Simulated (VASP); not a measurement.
Crystal: NbTe.

```xyz
2
Lattice="3.7275 0.0000 0.0000 -1.8637 3.2281 0.0000 0.0000 0.0000 3.7187" Properties=species:S:1:pos:R:3 pbc="T T T"
Te    1.8637    1.0760    0.0000
Nb    0.0000    0.0000    1.8593
```

Base run:

| Item | Value |
| --- | --- |
| Program | VASP 6.6.1 |
| Functional | r2SCAN |
| Potentials or basis | VASP PAW PBE potentials, release 64 (Te, Nb_sv) |
| Cutoff | 520 eV |
| k mesh | 8 × 8 × 7 |
| Occupations | fermi-dirac, width 0.05 eV |
| Spin | no spin polarisation |

Its results: pressure -3.9 GPa.

The run is repeated on the same cell with these changes: functional from r2SCAN to PBEsol. What comes out?

Pressure -7.4 GPa.

Caveats: the PAW data sets were made with another functional, which shifts forces and pressure a little.
